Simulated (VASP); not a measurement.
# SrO (F-43m) in VASP: elastic constants with PBEsol

Aim: the elastic constants of SrO with PBEsol.

Everything below comes from runs of VASP 6.6.1. Logs are shortened: lines on timing, memory, paths and dates and some standing lists are left out, and cuts for length are marked.

## (1) The cell of the first run

The structure is cubic, space group F-43m (No. 216). Conventional cell: a = 5.447 Å, b = 5.447 Å, c = 5.447 Å, α = 90.00°, β = 90.00°, γ = 90.00°. Within 3.1 Å of Sr (site symmetry -43m) lie 4 O at 2.36 Å. O (site symmetry -43m) has 4 Sr at 2.36 Å within 3.1 Å.

## (2) Elastic constants, PBEsol

INCAR

```
ALGO = Normal ; EDIFF = 1E-8
ENCUT = 600 ; GGA = PS
IBRION = 6 ; ISIF = 3
ISMEAR = 0 ; LASPH = True
LCHARG = True ; LREAL = False
LWAVE = False ; NBANDS = 15
NELM = 60 ; NFREE = 2
NSW = 1 ; POTIM = 0.015
PREC = Accurate ; SIGMA = 0.01
```

KPOINTS

```
k-points
0
Gamma
  8 8 8
```

POSCAR

```
SrO
1.0
    0.0000000000      2.7236000000      2.7236000000
    2.7236000000      0.0000000000      2.7236000000
    2.7236000000      2.7236000000      0.0000000000
Sr O
1 1
Direct
    0.0000000000      0.0000000000      0.0000000000
    0.2500000000      0.2500000000      0.2500000000
```

Potentials or basis: VASP PAW PBE potentials, release 64 (Sr_sv, O).

The run is started by

```sh
cat potpaw_PBE.64/Sr_sv/POTCAR potpaw_PBE.64/O/POTCAR > POTCAR
mpirun -np 1 vasp_std > vasp.out
```

OUTCAR:

```text
EDIFF = 1E-8
   ENCUT = 600
   GGA = PS
   IBRION = 6
   ISIF = 3
   ISMEAR = 0
   LASPH = True
   LREAL = False
   NELM = 60
   NFREE = 2
   NSW = 1
   POTIM = 0.015
   PREC = Accurate

 ion  position               nearest neighbor table
   1  0.000  0.000  0.000-   2 2.36   2 2.36   2 2.36   2 2.36
   2  0.250  0.250  0.250-   1 2.36   1 2.36   1 2.36   1 2.36

  LATTYP: Found a face centered cubic cell.
 ALAT       =     5.4472000000

  Lattice vectors:

 A1 = (   0.0000000000,   2.7236000000,   2.7236000000)
 A2 = (   2.7236000000,   0.0000000000,   2.7236000000)
 A3 = (   2.7236000000,   2.7236000000,   0.0000000000)

Analysis of symmetry for initial positions (statically):
=====================================================================
 Subroutine PRICEL returns:
 Original cell was already a primitive cell.

 Routine SETGRP: Setting up the symmetry group for a
 face centered cubic supercell.

 Subroutine GETGRP returns: Found 24 space group operations
 (whereof 24 operations were pure point group operations)
 out of a pool of 48 trial point group operations.

The static configuration has the point symmetry T_d .

Analysis of symmetry for dynamics (positions and initial velocities):
=====================================================================
 Subroutine PRICEL returns:
 Original cell was already a primitive cell.

 Routine SETGRP: Setting up the symmetry group for a
 face centered cubic supercell.

 Subroutine GETGRP returns: Found 24 space group operations
 (whereof 24 operations were pure point group operations)
 out of a pool of 48 trial point group operations.

The dynamic configuration has the point symmetry T_d .

 Subroutine INISYM returns: Found 24 space group operations
[... 764 lines left out ...]
      4     -13.4668      2.00000
      5     -11.8903      2.00000
      6      -0.3522      2.00000
      7      -0.2580      2.00000
      8       0.1203      2.00000
      9       5.4026      0.00000
     10       6.7463      0.00000
     11       8.5124      0.00000
     12       9.8450      0.00000
     13      11.0227      0.00000
     14      11.9329      0.00000
     15      13.5389      0.00000

 [... further k-points ...]

------------------------ aborting loop because EDIFF is reached ----------------------------------------

  FORCE on cell =-STRESS in cart. coord.  units (eV):
  Direction    XX          YY          ZZ          XY          YZ          ZX
  --------------------------------------------------------------------------------------
  -------------------------------------------------------------------------------------
  Total        1.0733187      1.0757370      1.0757370      0.0000000      0.1105768      0.0000000
  in kB       42.5578148     42.6537014     42.6537014      0.0000000      4.3844455      0.0000000
  external PRESSURE =      42.6217392 kB  Pullay stress =       0.0000000 kB
[... 17 lines left out ...]
  FREE ENERGIE OF THE ION-ELECTRON SYSTEM (eV)
  ---------------------------------------------------
  free  energy   TOTEN  =       -12.2402771212 eV

  energy  without entropy=      -12.2402771212  energy(sigma->0) =      -12.24027712

 INTERNAL STRAIN TENSORS FROM STRAINED CELLS
 ============================================

 INTERNAL STRAIN TENSOR FOR ION    1 for displacements in x,y,z  (eV/Angst):
          X           Y           Z          XY          YZ          ZX
  --------------------------------------------------------------------------------
  x    -0.00000    -0.00000    -0.00000    -0.00000     7.37446    -0.00000
  y    -0.00000     0.00000    -0.00000    -0.00000     0.00000     7.37370
  z    -0.00000     0.00000     0.00000     7.37367     0.00000     0.00000

 INTERNAL STRAIN TENSORS FROM DISPLACED ATOMS
 ============================================

 INTERNAL STRAIN TENSOR FOR ION    1 for displacements in x,y,z  (eV/Angst):
          X           Y           Z          XY          YZ          ZX
  --------------------------------------------------------------------------------
  x    -0.00000    -0.00000    -0.00000     0.00000     7.37355     0.00000
  y     0.00000     0.00000     0.00000     0.00000     0.00000     7.37355
  z    -0.00000    -0.00000    -0.00000     7.37355     0.00000     0.00000

 INTERNAL STRAIN TENSOR FOR ION    2 for displacements in x,y,z  (eV/Angst):
          X           Y           Z          XY          YZ          ZX
  --------------------------------------------------------------------------------
  x    -0.00000     0.00000     0.00000     0.00000    -7.37202     0.00000
  y     0.00000     0.00000     0.00000     0.00000     0.00000    -7.37202
  z     0.00000     0.00000    -0.00000    -7.37202     0.00000     0.00000

 Eigenvectors and eigenvalues of the dynamical matrix
 ----------------------------------------------------

   1 f  =   10.955477 THz    68.835290 2PiTHz  365.435365 cm-1    45.308190 meV
             X         Y         Z           dx          dy          dz
      0.000000  0.000000  0.000000     0.000000    0.393148    0.000000
      1.361800  1.361800  1.361800     0.000000   -0.919475    0.000000
[... 21 lines left out ...]
   6 f/i=    0.002348 THz     0.014753 2PiTHz    0.078321 cm-1     0.009711 meV
             X         Y         Z           dx          dy          dz
      0.000000  0.000000  0.000000     0.000000   -0.919475    0.000000
      1.361800  1.361800  1.361800     0.000000   -0.393148    0.000000

--------------------------------------------------------------------------------------------------------

 ELASTIC MODULI CONTR FROM IONIC RELAXATION (kBar)
 Direction    XX          YY          ZZ          XY          YZ          ZX
 --------------------------------------------------------------------------------
 XX          -0.0000     -0.0000     -0.0000      0.0000      0.0000     -0.0000
 YY          -0.0000     -0.0000     -0.0000      0.0000      0.0000     -0.0000
 ZZ          -0.0000     -0.0000     -0.0000      0.0000      0.0000     -0.0000
 XY           0.0000      0.0000      0.0000   -324.2611      0.0000      0.0000
 YZ           0.0000      0.0000      0.0000      0.0000   -324.2611     -0.0000
 ZX          -0.0000     -0.0000     -0.0000      0.0000     -0.0000   -324.2611
 --------------------------------------------------------------------------------

 TOTAL ELASTIC MODULI (kBar)
 Direction    XX          YY          ZZ          XY          YZ          ZX
 --------------------------------------------------------------------------------
 XX         813.4078    773.7813    773.7813      0.0000     -0.0000     -0.0000
 YY         773.7813    813.4078    773.7813      0.0000      0.0000     -0.0000
 ZZ         773.7813    773.7813    813.4078      0.0000      0.0000     -0.0000
 XY           0.0000      0.0000      0.0000    224.0126      0.0000      0.0000
 YZ          -0.0000      0.0000      0.0000      0.0000    224.0126     -0.0000
 ZX          -0.0000     -0.0000     -0.0000      0.0000     -0.0000    224.0126
 --------------------------------------------------------------------------------
```

It took 18 min on 1 thread of Intel Xeon 8259CL, shared host; peak memory 0.34 GiB.

Results:

* Elastic constants C11, C12, C44: 81, 77, 22 GPa
* Voigt bulk modulus: 79 GPa
* Highest phonon frequency at Γ, LO-TO splitting left out: 365 cm⁻¹

Phonon frequencies in cm⁻¹ (negative: imaginary):
```tsv
q point	frequencies
(0.000, 0.000, 0.000)	0 0 0 365 365 365
```

Elastic tensor in Voigt notation (GPa, in the Cartesian axes of the cell as first typed):
```
81 77 77  0  0  0
77 81 77  0  0  0
77 77 81  0  0  0
 0  0  0 22  0  0
 0  0  0  0 22  0
 0  0  0  0  0 22
```

Clamped-ion elastic tensor (GPa):
```
81 77 77  0  0  0
77 81 77  0  0  0
77 77 81  0  0  0
 0  0  0 55  0  0
 0  0  0  0 55  0
 0  0  0  0  0 55
```

Caveat: the cell is under stress, which shifts elastic constants; the PAW data sets were made with another functional, which shifts forces and pressure a little.
